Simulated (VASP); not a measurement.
# Ti (I4/mmm) in VASP: notebook

The runs below take Ti through single point, with LDA.

All numbers are computed with VASP 6.6.1; they aren't measurements. Logs are shortened: lines on timing, memory, paths and dates and some standing lists are left out, and cuts for length are marked.

**1. The cell of the first run**

It takes space group I4/mmm (No. 139, tetragonal). The conventional cell has a = 3.094 Å, b = 3.094 Å, c = 3.213 Å, α = 90.00°, β = 90.00°, γ = 90.00°. Within 3.6 Å of Ti (site symmetry 4/mmm) lie 14 Ti at 2.71 to 3.21 Å.

**2. Single point, LDA (15.37 Å³/atom)**

The input, INCAR:

```
SYSTEM = Ti
PREC = Accurate
ENCUT = 520
EDIFF = 1E-6
ISMEAR = 0
SIGMA = 0.15
LREAL = .False.
LASPH = .True.
NELM = 100
ALGO = Fast
ISIF = 2
LWAVE = .False.
LCHARG = .False.
GGA = CA
NBANDS = 12
```

The input, KPOINTS:

```
regular mesh
0
Gamma
  22 22 22
  0 0 0
```

The input, POSCAR:

```
Ti
1.0
    0.0000000000      2.1874708984      1.6062598807
    2.1874708984      0.0000000000      1.6062598807
    2.1874708984      2.1874708984      0.0000000000
Ti
1
Direct
    0.0000000000      0.0000000000      0.0000000000
```

Potentials or basis: VASP PAW LDA potentials, release 64 (Ti_sv).

The run is started by

```sh
> cat potpaw_LDA.64/Ti_sv/POTCAR > POTCAR
> mpirun -np 1 vasp_std > vasp.out
```

OUTCAR:

```text
SYSTEM = Ti
   PREC = Accurate
   ENCUT = 520
   EDIFF = 1E-6
   ISMEAR = 0
   LREAL = .False.
   LASPH = .True.
   NELM = 100
   ISIF = 2
   GGA = CA

 ion  position               nearest neighbor table
   1  0.000  0.000  0.000-

  LATTYP: Found a body centered tetragonal cell.
 ALAT       =     3.0935510118
 C/A-ratio  =     1.0384570189

  Lattice vectors:

 A1 = (   0.0000000000,  -2.1874708984,  -1.6062598807)
 A2 = (   0.0000000000,   2.1874708984,  -1.6062598807)
 A3 = (   2.1874708984,   0.0000000000,   1.6062598807)

Analysis of symmetry for initial positions (statically):
=====================================================================
 Subroutine PRICEL returns:
 Original cell was already a primitive cell.

 Routine SETGRP: Setting up the symmetry group for a
 body centered tetragonal supercell.

 Subroutine GETGRP returns: Found 16 space group operations
 (whereof 16 operations were pure point group operations)
 out of a pool of 16 trial point group operations.

The static configuration has the point symmetry D_4h.

Analysis of symmetry for dynamics (positions and initial velocities):
=====================================================================
 Subroutine PRICEL returns:
 Original cell was already a primitive cell.

 Routine SETGRP: Setting up the symmetry group for a
 body centered tetragonal supercell.

 Subroutine GETGRP returns: Found 16 space group operations
 (whereof 16 operations were pure point group operations)
 out of a pool of 16 trial point group operations.

The dynamic configuration has the point symmetry D_4h.

 Subroutine INISYM returns: Found 16 space group operations
 (whereof 16 operations are pure point group operations),
 and found     1 'primitive' translations

----------------------------------------------------------------------------------------

                                     Primitive cell

  volume of cell :      15.3720

  direct lattice vectors                    reciprocal lattice vectors
     0.000000000  2.187470898  1.606259881    -0.228574469  0.228574469  0.311282132
     2.187470898  0.000000000  1.606259881     0.228574469 -0.228574469  0.311282132
     2.187470898  2.187470898  0.000000000     0.228574469  0.228574469 -0.311282132

  length of vectors
     2.713871724  2.713871724  3.093551012     0.448764016  0.448764016  0.448764016

  position of ions in fractional coordinates (direct lattice)
     0.000000000  0.000000000  0.000000000

  ion indices of the primitive-cell ions
   primitive index   ion index
                 1           1

----------------------------------------------------------------------------------------

 KPOINTS: regular mesh

Automatic generation of k-mesh.
 Grid dimensions read from file:
 generate k-points for:   22   22   22

 Generating k-lattice:

  Cartesian coordinates                     Fractional coordinates (reciprocal lattice)
    -0.010389749  0.010389749  0.014149188     0.045454545 -0.000000000  0.000000000
     0.010389749 -0.010389749  0.014149188    -0.000000000  0.045454545  0.000000000
     0.010389749  0.010389749 -0.014149188     0.000000000  0.000000000  0.045454545

  Length of vectors
     0.020398364  0.020398364  0.020398364

  Shift w.r.t. Gamma in fractional coordinates (k-lattice)
     0.000000000  0.000000000  0.000000000

 Subroutine IBZKPT returns following result:
 ===========================================

 Found    834 irreducible k-points:

 Following reciprocal coordinates:
            Coordinates               Weight
  0.000000  0.000000  0.000000      1.000000
  0.045455  0.000000  0.000000      8.000000
  0.090909  0.000000  0.000000      8.000000
  0.136364  0.000000  0.000000      8.000000
  0.181818  0.000000  0.000000      8.000000
  0.227273  0.000000  0.000000      8.000000
[... 16 lines left out ...]
  0.500000  0.045455  0.000000      8.000000
 -0.454545  0.045455  0.000000      8.000000
 [... further k-points ...]
   k-points           NKPTS =    834   k-points in BZ     NKDIM =    834   number of bands    NBANDS=     12
   number of dos      NEDOS =    301   number of ions     NIONS =      1
   total plane-waves  NPLWV =   9600
   dimension x,y,z NGX =    20 NGY =   20 NGZ =   24
   dimension x,y,z NGXF=    40 NGYF=   40 NGZF=   48
   ions per type =               1
   NGX,Y,Z   is equivalent  to a cutoff of  12.25, 12.25, 12.90 a.u.
   NGXF,Y,Z  is equivalent  to a cutoff of  24.50, 24.50, 25.79 a.u.
 SYSTEM =  Ti
   PREC   = accura    normal or accurate (medium, high low for compatibility)
   ISTART =      0    job   : 0-new  1-cont  2-samecut
   ICHARG =      2    charge: 1-file 2-atom 10-const
   ISPIN  =      1    spin polarized calculation?
   LNONCOLLINEAR =      F non collinear calculations
   LSORBIT =      F    spin-orbit coupling
   LASPH  =      T    aspherical Exc in radial PAW
   ENCUT  =  520.0 eV  38.22 Ry    6.18 a.u.   5.05  5.05  5.75*2*pi/ulx,y,z
   NELM   =    100;   NELMIN=  2; NELMDL= -5     # of ELM steps
   EDIFF  = 0.1E-05   stopping-criterion for ELM
   LREAL  =      F    real-space projection
   EDIFFG = 0.1E-04   stopping-criterion for IOM
   NSW    =      0    number of steps for IOM
   IBRION =     -1    ionic relax: 0-MD 1-quasi-New 2-CG
   NFREE  =      0    steps in history (QN), initial steepest desc. (CG)
   ISIF   =      2    stress and relaxation
   ISYM   =      2    0-nonsym 1-usesym 2-fastsym
   POTIM  = 0.5000    time-step for ionic-motion
   TEBEG  =    0.0;   TEEND  =   0.0 temperature during run
   PSTRESS=    0.0 pullay stress
   NELECT =      12.0000    total number of electrons
   NUPDOWN=      -1.0000    fix difference up-down
   EMIN   =  10.00;   EMAX   =-10.00  energy-range for DOS
   EFERMI =   0.00;   METHOD = LEGACY
   ISMEAR =     0;   SIGMA  =   0.15  broadening in eV -4-tet -1-fermi 0-gaus
   EFERMI_NEDOS =   21; number of points for ismear=-14 and -15
   IALGO  =     68    algorithm
   IMIX   =      4    mixing-type and parameters
     AMIX     =   0.40;   BMIX     =  1.00
     AMIX_MAG =   1.60;   BMIX_MAG =  1.00
  volume/ion in A,a.u.               =      15.37       103.74
  Fermi-wavevector in a.u.,A,eV,Ry     =   1.507388  2.848551 30.915420  2.272219
  Thomas-Fermi vector in A             =   2.617981
   LORBIT       =      0    0 simple, 1 ext, 2 COOP (PROOUT), +10 PAW based schemes
   GGA     = CA    functional components
   LHFCALC =     F    Hartree Fock is set to
   AEXX    =    0.0000 exact exchange contribution
   IVDW    =     0    specifies the selected vdW correction
   LEPSILON=     F    determine dielectric tensor
   LRPA    =     F    only Hartree local field effects (RPA)
 non-spin polarized calculation
 RMM-DIIS sequential band-by-band and
 Gauss-broadening in eV      SIGMA  =   0.15
  energy-cutoff  :      520.00
  volume of cell :       15.37
 maximum number of plane-waves:       430
   NGX = 11   NGY = 11   NGZ = 11

 number of electron      12.0000000 magnetization

 Free energy of the ion-electron system (eV)
  ---------------------------------------------------
  ext. energy  EPLUGINS =         0.00000000
  ---------------------------------------------------
  free energy    TOTEN  =        -8.46754942 eV

  energy without entropy =       -8.44578366  energy(sigma->0) =       -8.45666654

 E-fermi :   9.1790     XC(G=0): -12.3756

 val. band max:        9.1789519885   @ k =   0.3636   0.0455   0.1364
 cond. band min:       9.1790746382   @ k =  -0.3182   0.2727   0.2273
 fundamental gap:      0.0001226497
 Fermi energy:         9.1789641415

 k-point     1 :       0.0000    0.0000    0.0000
  band No.  band energies     occupation
      1     -46.4462      2.00000
      2     -22.4898      2.00000
      3     -22.4898      2.00000
      4     -22.4892      2.00000
      5       3.0765      2.00000
      6      10.1309      0.00000
      7      10.1309      0.00000
      8      10.4340      0.00000
      9      12.0926      0.00000
     10      12.4504      0.00000
     11      27.0873      0.00000
     12      27.7952      0.00000

 k-point     2 :       0.0455    0.0000    0.0000
  band No.  band energies     occupation
      1     -46.4418      2.00000
      2     -22.5114      2.00000
      3     -22.4961      2.00000
      4     -22.4895      2.00000
      5       3.1558      2.00000
      6      10.1231      0.00000
      7      10.1384      0.00000
      8      10.4495      0.00000
      9      12.0586      0.00000
     10      12.4360      0.00000
     11      27.0879      0.00000
     12      27.7441      0.00000

 k-point     3 :       0.0909    0.0000    0.0000
  band No.  band energies     occupation
      1     -46.4289      2.00000
      2     -22.5751      2.00000
      3     -22.5143      2.00000
      4     -22.4897      2.00000
      5       3.3889      2.00000
      6      10.0905      0.00000
      7      10.0950      0.00000
      8      10.5645      0.00000
      9      11.9651      0.00000
     10      12.4093      0.00000
     11      27.0200      0.00000
     12      27.5858      0.00000
[... 286 lines left out ...]
 k-point    23 :       0.5000    0.0455    0.0000
  band No.  band energies     occupation
      1     -46.2199      2.00000
      2     -23.5081      2.00000
      3     -22.7989      2.00000
      4     -22.5074      2.00000
      5       6.4818      2.00000
      6       8.7961      1.99969
      7      10.4991      0.00000
      8      12.0436      0.00000
      9      12.9809      0.00000
     10      14.1020      0.00000
     11      19.2927      0.00000
     12      23.7461      0.00000

 k-point    24 :      -0.4545    0.0455    0.0000
  band No.  band energies     occupation
      1     -46.2242      2.00000
      2     -23.4900      2.00000
      3     -22.7927      2.00000
      4     -22.5083      2.00000
      5       6.4743      2.00000
      6       8.8202      1.99928
      7      10.3628      0.00000
      8      12.0518      0.00000
      9      12.9460      0.00000
     10      13.9891      0.00000
     11      19.5390      0.00000
     12      23.8360      0.00000

 [... further k-points ...]

------------------------ aborting loop because EDIFF is reached ----------------------------------------

  FORCE on cell =-STRESS in cart. coord.  units (eV):
  Direction    XX          YY          ZZ          XY          YZ          ZX
  --------------------------------------------------------------------------------------
  -------------------------------------------------------------------------------------
  Total        0.3525378      0.3525378      0.3852066      0.0000000     -0.0000000      0.0000000
  in kB       36.7439594     36.7439594     40.1489230      0.0000000     -0.0000000      0.0000000
  external PRESSURE =      37.8789473 kB  Pullay stress =       0.0000000 kB

 VOLUME and BASIS-vectors are now :
 -----------------------------------------------------------------------------
  energy-cutoff  :      520.00
  volume of cell :       15.37
      direct lattice vectors                 reciprocal lattice vectors
     0.000000000  2.187470898  1.606259881    -0.228574469  0.228574469  0.311282132
     2.187470898  0.000000000  1.606259881     0.228574469 -0.228574469  0.311282132
     2.187470898  2.187470898  0.000000000     0.228574469  0.228574469 -0.311282132

 POSITION                                       TOTAL-FORCE (eV/Angst)
 -----------------------------------------------------------------------------------
      0.00000      0.00000      0.00000         0.000000      0.000000      0.000000
 -----------------------------------------------------------------------------------
    total drift:                                0.000000     -0.000000      0.000000

  FREE ENERGIE OF THE ION-ELECTRON SYSTEM (eV)
  ---------------------------------------------------
  free  energy   TOTEN  =        -8.4675494164 eV

  energy  without entropy=       -8.4457836557  energy(sigma->0) =       -8.45666654
```

Wall time 3.3 min (1 thread of Intel Xeon Platinum 8375C at 2.90GHz (Ice Lake), shared host); peak memory 0.26 GiB.

What came out:

```
Free energy            : -8.4675 eV
Pressure               : 3.8 GPa
Band gap on the k mesh : zero (bands 6 and 7 overlap by 1.69 eV)
```

Caveat: the cell stands under pressure.

(Continued in part 2 of 3.)
